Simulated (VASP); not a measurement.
# NbPO4 (F-43m) in VASP: further runs

Runs on NbPO4. Level: PBE. Tasks: single point, relaxation of cell and atoms.

All numbers are computed with VASP 6.6.1; they aren't measurements. Logs are shortened: lines on timing, memory, paths and dates and some standing lists are left out, and cuts for length are marked.

### 1 The cell of the first run

Symmetry: F-43m, No. 216, cubic system. Conventional cell: a = 6.439 Å, b = 6.439 Å, c = 6.439 Å, α = 90.00°, β = 90.00°, γ = 90.00°. Within 3.5 Å of Nb (site symmetry -43m) lie 12 O at 2.67 Å and 4 P at 2.79 Å. P (site symmetry -43m) has 12 O at 2.67 Å and 4 Nb at 2.79 Å within 3.5 Å. Within 3.0 Å of O (site symmetry 3m) lie 6 O at 2.27 to 2.28 Å and 3 P at 2.67 Å and 3 Nb at 2.67 Å.

The cell was generated, and may not be a known phase.

### 2 Single point, PBE, collinear spin, ferromagnetic start

Input file INCAR:

```
SYSTEM = NbPO4
PREC     = Accurate       ! precision mode
ENCUT    = 520            ! plane-wave cutoff, eV
EDIFF    = 1E-6           ! SCF threshold, eV
ISMEAR   = 0              ! smearing method
SIGMA    = 0.1            ! smearing width, eV
LREAL    = .FALSE.        ! projectors in reciprocal space
LASPH    = .TRUE.         ! aspherical terms in the spheres
NELM     = 150            ! most SCF steps
ALGO     = Normal         ! electronic algorithm
ISIF     = 2              ! what is computed and relaxed
LWAVE    = .FALSE.        ! write WAVECAR
LCHARG   = .FALSE.        ! write CHGCAR
ISPIN    = 2              ! spin polarisation
MAGMOM   = -0.01 0.21 1.03 1.03 1.03 1.03 ! initial moments
LORBIT   = 11             ! projections on sites
LMAXMIX  = 4              ! l up to which the mixer works
GGA      = PE             ! functional
NBANDS   = 34             ! bands
```

Input file KPOINTS:

```
Automatic mesh
0
G
  6 6 6
  0 0 0
```

Input file POSCAR:

```
NbPO4
1.0
    0.0000000000      3.2197229600      3.2197229600
    3.2197229600      0.0000000000      3.2197229600
    3.2197229600      3.2197229600      0.0000000000
Nb P O
1 1 4
Direct
    0.0000000000      0.0000000000      0.0000000000
    0.7500000000      0.7500000000      0.7500000000
    0.8739951600      0.3753349500      0.3753349500
    0.3753349500      0.3753349500      0.3753349500
    0.3753349500      0.8739951600      0.3753349500
    0.3753349500      0.3753349500      0.8739951600
```

Potentials or basis: VASP PAW PBE potentials, release 64 (Nb_sv, P, O).

The run is started by

```bash
> cat potpaw_PBE.64/Nb_sv/POTCAR potpaw_PBE.64/P/POTCAR potpaw_PBE.64/O/POTCAR > POTCAR
> mpirun -np 1 vasp_std > vasp.out
```

OUTCAR:

```text
SYSTEM = NbPO4
   PREC = Accurate
   ENCUT = 520
   EDIFF = 1E-6
   ISMEAR = 0
   LREAL = .FALSE.
   LASPH = .TRUE.
   NELM = 150
   ISIF = 2
   ISPIN = 2
   LORBIT = 11
   GGA = PE

 ion  position               nearest neighbor table
   1  0.000  0.000  0.000-   2 2.79   2 2.79   2 2.79   2 2.79
   2  0.750  0.750  0.750-   1 2.79   1 2.79   1 2.79   1 2.79
   3  0.874  0.375  0.375-
   4  0.375  0.375  0.375-
   5  0.375  0.874  0.375-
   6  0.375  0.375  0.874-

  LATTYP: Found a face centered cubic cell.
 ALAT       =     6.4394459200

  Lattice vectors:

 A1 = (   0.0000000000,   3.2197229600,   3.2197229600)
 A2 = (   3.2197229600,   0.0000000000,   3.2197229600)
 A3 = (   3.2197229600,   3.2197229600,   0.0000000000)

Analysis of symmetry for initial positions (statically):
=====================================================================
 Subroutine PRICEL returns:
 Original cell was already a primitive cell.

 Routine SETGRP: Setting up the symmetry group for a
 face centered cubic supercell.

 Subroutine GETGRP returns: Found 24 space group operations
 (whereof 24 operations were pure point group operations)
 out of a pool of 48 trial point group operations.

The static configuration has the point symmetry T_d .

Analysis of symmetry for dynamics (positions and initial velocities):
=====================================================================
 Subroutine PRICEL returns:
 Original cell was already a primitive cell.

 Routine SETGRP: Setting up the symmetry group for a
 face centered cubic supercell.

 Subroutine GETGRP returns: Found 24 space group operations
 (whereof 24 operations were pure point group operations)
 out of a pool of 48 trial point group operations.

The dynamic configuration has the point symmetry T_d .

Analysis of structural, dynamic, and magnetic symmetry:
=====================================================================
 Subroutine PRICEL returns:
 Original cell was already a primitive cell.

 Routine SETGRP: Setting up the symmetry group for a
 face centered cubic supercell.

 Subroutine GETGRP returns: Found 24 space group operations
 (whereof 24 operations were pure point group operations)
 out of a pool of 48 trial point group operations.

The overall configuration has the point symmetry T_d .

 Subroutine INISYM returns: Found 24 space group operations
 (whereof 24 operations are pure point group operations),
 and found     1 'primitive' translations

----------------------------------------------------------------------------------------

                                     Primitive cell

  volume of cell :      66.7553

  direct lattice vectors                    reciprocal lattice vectors
     0.000000000  3.219722960  3.219722960    -0.155292864  0.155292864  0.155292864
     3.219722960  0.000000000  3.219722960     0.155292864 -0.155292864  0.155292864
     3.219722960  3.219722960  0.000000000     0.155292864  0.155292864 -0.155292864

  length of vectors
     4.553375877  4.553375877  4.553375877     0.268975131  0.268975131  0.268975131

  position of ions in fractional coordinates (direct lattice)
     0.000000000  0.000000000  0.000000000
     0.750000000  0.750000000  0.750000000
     0.873995160  0.375334950  0.375334950
     0.375334950  0.375334950  0.375334950
     0.375334950  0.873995160  0.375334950
     0.375334950  0.375334950  0.873995160

  ion indices of the primitive-cell ions
   primitive index   ion index
                 1           1
                 2           2
                 3           3
                 4           4
                 5           5
                 6           6

----------------------------------------------------------------------------------------

 KPOINTS: Automatic mesh

Automatic generation of k-mesh.
 Grid dimensions read from file:
 generate k-points for:    6    6    6

 Generating k-lattice:

  Cartesian coordinates                     Fractional coordinates (reciprocal lattice)
    -0.025882144  0.025882144  0.025882144     0.166666667  0.000000000  0.000000000
     0.025882144 -0.025882144  0.025882144     0.000000000  0.166666667  0.000000000
     0.025882144  0.025882144 -0.025882144     0.000000000  0.000000000  0.166666667

  Length of vectors
     0.044829188  0.044829188  0.044829188

  Shift w.r.t. Gamma in fractional coordinates (k-lattice)
     0.000000000  0.000000000  0.000000000

 Subroutine IBZKPT returns following result:
 ===========================================

 Found     16 irreducible k-points:

 Following reciprocal coordinates:
            Coordinates               Weight
  0.000000  0.000000  0.000000      1.000000
  0.166667  0.000000  0.000000      8.000000
  0.333333  0.000000  0.000000      8.000000
  0.500000  0.000000  0.000000      4.000000
  0.166667  0.166667  0.000000      6.000000
  0.333333  0.166667  0.000000     24.000000
[... 8 lines left out ...]
 -0.333333  0.333333  0.166667     24.000000
 -0.333333  0.500000  0.166667     12.000000
   k-points           NKPTS =     16   k-points in BZ     NKDIM =     16   number of bands    NBANDS=     34
   number of dos      NEDOS =    301   number of ions     NIONS =      6
   total plane-waves  NPLWV =  46656
   dimension x,y,z NGX =    36 NGY =   36 NGZ =   36
   dimension x,y,z NGXF=    72 NGYF=   72 NGZF=   72
   ions per type =               1   1   4
   NGX,Y,Z   is equivalent  to a cutoff of  13.14, 13.14, 13.14 a.u.
   NGXF,Y,Z  is equivalent  to a cutoff of  26.29, 26.29, 26.29 a.u.
 SYSTEM =  NbPO4
   PREC   = accura    normal or accurate (medium, high low for compatibility)
   ISTART =      0    job   : 0-new  1-cont  2-samecut
   ICHARG =      2    charge: 1-file 2-atom 10-const
   ISPIN  =      2    spin polarized calculation?
   LNONCOLLINEAR =      F non collinear calculations
   LSORBIT =      F    spin-orbit coupling
   LASPH  =      T    aspherical Exc in radial PAW
   ENCUT  =  520.0 eV  38.22 Ry    6.18 a.u.   8.47  8.47  8.47*2*pi/ulx,y,z
   NELM   =    150;   NELMIN=  2; NELMDL= -5     # of ELM steps
   EDIFF  = 0.1E-05   stopping-criterion for ELM
   LREAL  =      F    real-space projection
   EDIFFG = 0.1E-04   stopping-criterion for IOM
   NSW    =      0    number of steps for IOM
   IBRION =     -1    ionic relax: 0-MD 1-quasi-New 2-CG
   NFREE  =      0    steps in history (QN), initial steepest desc. (CG)
   ISIF   =      2    stress and relaxation
   ISYM   =      2    0-nonsym 1-usesym 2-fastsym
   POTIM  = 0.5000    time-step for ionic-motion
   TEBEG  =    0.0;   TEEND  =   0.0 temperature during run
   PSTRESS=    0.0 pullay stress
   NELECT =      42.0000    total number of electrons
   NUPDOWN=      -1.0000    fix difference up-down
   EMIN   =  10.00;   EMAX   =-10.00  energy-range for DOS
   EFERMI =   0.00;   METHOD = LEGACY
   ISMEAR =     0;   SIGMA  =   0.10  broadening in eV -4-tet -1-fermi 0-gaus
   EFERMI_NEDOS =   21; number of points for ismear=-14 and -15
   IALGO  =     38    algorithm
   IMIX   =      4    mixing-type and parameters
     AMIX     =   0.40;   BMIX     =  1.00
     AMIX_MAG =   1.60;   BMIX_MAG =  1.00
  volume/ion in A,a.u.               =      11.13        75.08
  Fermi-wavevector in a.u.,A,eV,Ry     =   1.402801  2.650910 26.774236  1.967851
  Thomas-Fermi vector in A             =   2.525527
   LORBIT       =     11    0 simple, 1 ext, 2 COOP (PROOUT), +10 PAW based schemes
   GGA     = PE    functional components
   LHFCALC =     F    Hartree Fock is set to
   AEXX    =    0.0000 exact exchange contribution
   IVDW    =     0    specifies the selected vdW correction
   LEPSILON=     F    determine dielectric tensor
   LRPA    =     F    only Hartree local field effects (RPA)
 spin polarized calculation
 Gauss-broadening in eV      SIGMA  =   0.10
  energy-cutoff  :      520.00
  volume of cell :       66.76
 maximum number of plane-waves:      1820
 NGX is ok and might be reduce to    36
   NGX = 17   NGY = 17   NGZ = 17

 number of electron      41.9999997 magnetization       4.0473870

 Free energy of the ion-electron system (eV)
  ---------------------------------------------------
  ext. energy  EPLUGINS =         0.00000000
  ---------------------------------------------------
  free energy    TOTEN  =       -31.19628843 eV

  energy without entropy =      -31.16593422  energy(sigma->0) =      -31.18111133

 E-fermi :   6.2912     XC(G=0): -11.7940

 val. band max:        6.2902358824   @ k =  -0.3333   0.3333   0.1667
 cond. band min:       6.3117145691   @ k =   0.5000   0.0000   0.0000
 fundamental gap:      0.0214786867
 Fermi energy:         6.2912476690

 spin component 1

 k-point     1 :       0.0000    0.0000    0.0000
  band No.  band energies     occupation
      1     -49.8693      1.00000
      2     -25.7732      1.00000
      3     -25.7732      1.00000
      4     -25.7732      1.00000
      5     -13.9482      1.00000
      6     -10.8090      1.00000
[... 25 lines left out ...]
     32      16.8268      0.00000
     33      16.8268      0.00000

 k-point     2 :       0.1667    0.0000    0.0000
  band No.  band energies     occupation
      1     -49.8692      1.00000
      2     -25.7790      1.00000
      3     -25.7739      1.00000
      4     -25.7739      1.00000
      5     -13.8041      1.00000
      6     -11.0291      1.00000
[... 25 lines left out ...]
     32      16.8756      0.00000
     33      16.8756      0.00000
[... 466 lines left out ...]
     32      17.5898      0.00000
     33      18.2954      0.00000

 k-point    16 :      -0.3333    0.5000    0.1667
  band No.  band energies     occupation
      1     -49.8686      1.00000
      2     -25.7912      1.00000
      3     -25.7843      1.00000
      4     -25.7812      1.00000
      5     -12.5415      1.00000
      6     -12.4905      1.00000
[... 25 lines left out ...]
     32      17.7343      0.00000
     33      18.3701      0.00000
 Fermi energy:         6.2912476690

 spin component 2

 k-point     1 :       0.0000    0.0000    0.0000
  band No.  band energies     occupation
      1     -49.8822      1.00000
      2     -25.7914      1.00000
      3     -25.7914      1.00000
      4     -25.7914      1.00000
      5     -12.5718      1.00000
      6      -9.1470      1.00000
[... 25 lines left out ...]
     32      17.2340      0.00000
     33      17.2340      0.00000

 k-point     2 :       0.1667    0.0000    0.0000
  band No.  band energies     occupation
      1     -49.8821      1.00000
      2     -25.7968      1.00000
      3     -25.7921      1.00000
      4     -25.7921      1.00000
      5     -12.4138      1.00000
      6      -9.3948      1.00000
[... 25 lines left out ...]
     32      17.2544      0.00000
     33      17.2544      0.00000
[... 466 lines left out ...]
     32      17.9463      0.00000
     33      18.5411      0.00000

 k-point    16 :      -0.3333    0.5000    0.1667
  band No.  band energies     occupation
      1     -49.8815      1.00000
      2     -25.8081      1.00000
      3     -25.8018      1.00000
      4     -25.7989      1.00000
      5     -11.0357      1.00000
      6     -10.9768      1.00000
[... 25 lines left out ...]
     32      18.0776      0.00000
     33      18.6351      0.00000
 [bands above 33 left out]

------------------------ aborting loop because EDIFF is reached ----------------------------------------

  FORCE on cell =-STRESS in cart. coord.  units (eV):
  Direction    XX          YY          ZZ          XY          YZ          ZX
  --------------------------------------------------------------------------------------
  -------------------------------------------------------------------------------------
  Total       -5.3672296     -5.3672296     -5.3672296      0.0000000      0.0000000      0.0000000
  in kB     -128.8176118   -128.8176118   -128.8176118      0.0000000      0.0000000      0.0000000
  external PRESSURE =    -128.8176118 kB  Pullay stress =       0.0000000 kB

 VOLUME and BASIS-vectors are now :
 -----------------------------------------------------------------------------
  energy-cutoff  :      520.00
  volume of cell :       66.76
      direct lattice vectors                 reciprocal lattice vectors
     0.000000000  3.219722960  3.219722960    -0.155292864  0.155292864  0.155292864
     3.219722960  0.000000000  3.219722960     0.155292864 -0.155292864  0.155292864
     3.219722960  3.219722960  0.000000000     0.155292864  0.155292864 -0.155292864

 POSITION                                       TOTAL-FORCE (eV/Angst)
 -----------------------------------------------------------------------------------
      0.00000      0.00000      0.00000        -0.000000     -0.000000     -0.000000
      4.82958      4.82958      4.82958        -0.000000     -0.000000     -0.000000
      2.41695      4.02250      4.02250        -0.133564      0.133564      0.133564
      2.41695      2.41695      2.41695        -0.133564     -0.133564     -0.133564
      4.02250      2.41695      4.02250         0.133564     -0.133564      0.133564
      4.02250      4.02250      2.41695         0.133564      0.133564     -0.133564
 -----------------------------------------------------------------------------------
    total drift:                               -0.000075     -0.000075     -0.000075

  FREE ENERGIE OF THE ION-ELECTRON SYSTEM (eV)
  ---------------------------------------------------
  free  energy   TOTEN  =       -31.1962884324 eV

  energy  without entropy=      -31.1659342224  energy(sigma->0) =      -31.18111133

 total charge

# of ion       s       p       d       tot
------------------------------------------
    1        2.108   5.964   2.092  10.163
    2        1.158   1.132   0.000   2.289
    3        1.634   3.089   0.000   4.723
    4        1.634   3.089   0.000   4.723
    5        1.634   3.089   0.000   4.723
    6        1.634   3.089   0.000   4.723
--------------------------------------------------
tot          9.801  19.453   2.092  31.346

 magnetization (x)

# of ion       s       p       d       tot
------------------------------------------
    1       -0.005  -0.000  -0.013  -0.019
    2        0.006   0.136   0.000   0.143
    3        0.009   0.836   0.000   0.845
    4        0.009   0.836   0.000   0.845
    5        0.009   0.836   0.000   0.845
    6        0.009   0.836   0.000   0.845
--------------------------------------------------
tot          0.037   3.480  -0.013   3.503
```

It took 93 s on 1 thread of AMD EPYC 9R45 (Zen 5), shared host; peak memory 0.24 GiB.

Results:

```yaml
Free_energy: -31.1963 eV
Pressure: -12.9 GPa
Largest_force: 0.231 eV/Å
Net_moment: 4.05 μB per cell
Site_moments: Nb -0.02; P +0.14; O +0.84 μB
Valence_electrons_inside_the_program's_atomic_spheres: Nb 10.16; P 2.29; O 4.72
```

Forces on the atoms (eV/Å):
```
Nb   0.000  0.000  0.000
P    0.000  0.000  0.000
O   -0.134  0.134  0.134
O   -0.134 -0.134 -0.134
O    0.134 -0.134  0.134
O    0.134  0.134 -0.134
```

Caveat: the cell stands under tension.

### 3 Single point, PBE, collinear spin, ferromagnetic start

This run uses another cell than the first one, of 9.93 Å³/atom.

Input file INCAR:

```
PREC     = Accurate       # precision mode
ENCUT    = 520            # plane-wave cutoff, eV
EDIFF    = 1E-6           # SCF threshold, eV
ISMEAR   = 0              # smearing method
SIGMA    = 0.1            # smearing width, eV
LREAL    = F              # projectors in reciprocal space
LASPH    = T              # aspherical terms in the spheres
NELM     = 150            # most SCF steps
ALGO     = Normal         # electronic algorithm
ISIF     = 2              # what is computed and relaxed
LWAVE    = F              # write WAVECAR
LCHARG   = T              # write CHGCAR
ISPIN    = 2              # spin polarisation
MAGMOM   = 0 0 0.47 0.47 0.47 0.47 # initial moments
LORBIT   = 11             # projections on sites
LMAXMIX  = 4              # l up to which the mixer works
GGA      = PE             # functional
LELF     = T              # ELF
LVHAR    = T            
NBANDS   = 34             # bands
```

Input file KPOINTS:

```
regular mesh
0
Gamma
  10 10 10
```

Input file POSCAR:

```
NbPO4
1.0
    0.0000000000      3.0996715752      3.0996715752
    3.0996715752      0.0000000000      3.0996715752
    3.0996715752      3.0996715752      0.0000000000
Nb P O
1 1 4
Direct
    0.0000000000      0.0000000000      0.0000000000
    0.2500000000      0.2500000000      0.2500000000
    0.6263842469      0.6263842469      0.1208472593
    0.6263842469      0.1208472593      0.6263842469
    0.1208472593      0.6263842469      0.6263842469
    0.6263842469      0.6263842469      0.6263842469
```

Potentials or basis: VASP PAW PBE potentials, release 64 (Nb_sv, P, O).

The run is started by

```bash
> cat potpaw_PBE.64/Nb_sv/POTCAR potpaw_PBE.64/P/POTCAR potpaw_PBE.64/O/POTCAR > POTCAR
> mpirun -np 1 vasp_std > vasp.out
```

It took 3.3 min on 1 thread of AMD EPYC 9R45 (Zen 5), shared host; peak memory 0.3 GiB.

Results (log left out):

```
Free energy                                           : -31.4789 eV
Pressure                                              : -2.1 GPa
Largest force                                         : 0.177 eV/Å
Band gap on the k mesh                                : zero (filled and empty bands overlap)
Net moment                                            : 0.00 μB per cell
Valence electrons inside the program's atomic spheres : Nb 10.22; P 2.33; O 4.76
```

Forces in eV/Å, atoms in the order of the input:
```
Nb   0.000  0.000  0.000
P    0.000  0.000  0.000
O   -0.102 -0.102  0.102
O   -0.102  0.102 -0.102
O    0.102 -0.102 -0.102
O    0.102  0.102  0.102
```

Levels at points of the mesh, in eV from the Fermi level:
Spin up:
| k point | band 19 | band 20 | band 21 | band 22 | band 23 | band 24 |
| --- | --- | --- | --- | --- | --- | --- |
| (0.00, 0.00, 0.00) | -0.22 | -0.22 | -0.22 | 1.08 | 1.08 | 1.08 |
| (0.50, 0.00, 0.00) | -0.18 | 0.02 | 0.22 | 0.22 | 0.65 | 0.65 |
| (0.50, 0.50, 0.00) | -1.96 | -0.75 | -0.75 | -0.20 | 0.58 | 0.58 |
Spin down:
```
           k point  band 18  band 19  band 20  band 21  band 22  band 23  band 24  band 25
(0.00, 0.00, 0.00)    -1.03    -0.22    -0.22    -0.22     1.08     1.08     1.08     2.78
(0.50, 0.00, 0.00)    -2.22    -0.18     0.02     0.22     0.22     0.65     0.65     1.73
(0.50, 0.50, 0.00)    -2.78    -1.96    -0.75    -0.75    -0.20     0.58     0.58     1.87
```

(Part 1 of 2 ends here.)

The gap in the log of VASP goes by the Fermi energy; the results here count the filled bands.